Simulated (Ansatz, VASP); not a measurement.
Two plane-wave programs on Ge

```
CELL_PARAMETERS angstrom
0.00000 2.81085 2.81085
2.81085 0.00000 2.81085
2.81085 2.81085 0.00000
ATOMIC_POSITIONS crystal
Ge 0.87500 0.87500 0.87500
Ge 0.12500 0.12500 0.12500
```

Alike in both runs: functional LDA; k mesh 10 × 10 × 10; occupations fermi-dirac, width 0.02 eV; no spin polarisation.

Ansatz relaxed the structure, and its values are those at the end. VASP's run is a single point on that final structure, the one shown.

|  | VASP | Ansatz |
| --- | --- | --- |
| version | VASP 6.6.1 | Ansatz 0.2.0 |
| potentials or method | VASP PAW LDA potentials, release 64 (Ge_d) | PAW with Ansatz's default frozen-core files, scalar-relativistic |
| plane-wave cutoff (eV) | 520 | 420 |
| valence electrons in the cell | 28 | 28 |

|  | VASP | Ansatz | Ansatz less VASP |
| --- | --- | --- | --- |
| pressure (GPa) | 0.2 | 0.0 | -0.20 |

LDA's correlation is that of Perdew and Zunger in VASP and of Perdew and Wang (1992) in Ansatz.
